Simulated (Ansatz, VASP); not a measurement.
**Two plane-wave programs on Al2Pt**

```
Al Pt
1.0
     6.19852    0.00000    0.00000
     0.00000    5.84881    0.00000
     0.00000    0.00000    2.77159
Al Pt
4 2
Direct
  0.33390 0.65722 0.36180
  0.66610 0.34278 0.36180
  0.16610 0.15722 0.36180
  0.83390 0.84278 0.36180
  0.50000 0.00000 0.86190
  0.00000 0.50000 0.86190
```

Alike in both runs: functional PBE; k mesh 4 × 4 × 4; occupations gaussian, width 0.1 eV; no spin polarisation.

Ansatz relaxed the structure, and its values are those at the end. VASP's run is a single point on that final structure, the one shown.

|  | VASP | Ansatz |
| --- | --- | --- |
| version | VASP 6.6.1 | Ansatz 0.2.0 |
| potentials or method | VASP PAW PBE potentials, release 64 (Al, Pt), cutoff 520 eV | scalar-relativistic, plane waves, PAW |
| valence electrons in the cell | 32 | 48 |

```tsv
	VASP	Ansatz	Ansatz less VASP
gap on the k mesh at the Fermi level (eV)	none	none	-
pressure (GPa)	-0.2	-0.1	+0.16
```

A gap of «none» marks a metal or a gap that the smearing closes. VASP's potentials hold 32 valence electrons a cell and Ansatz's 48, so a difference there can come from the potentials and not from the codes.

The k mesh is coarse, so the values compare programs but aren't converged. Spin-orbit coupling is off throughout.
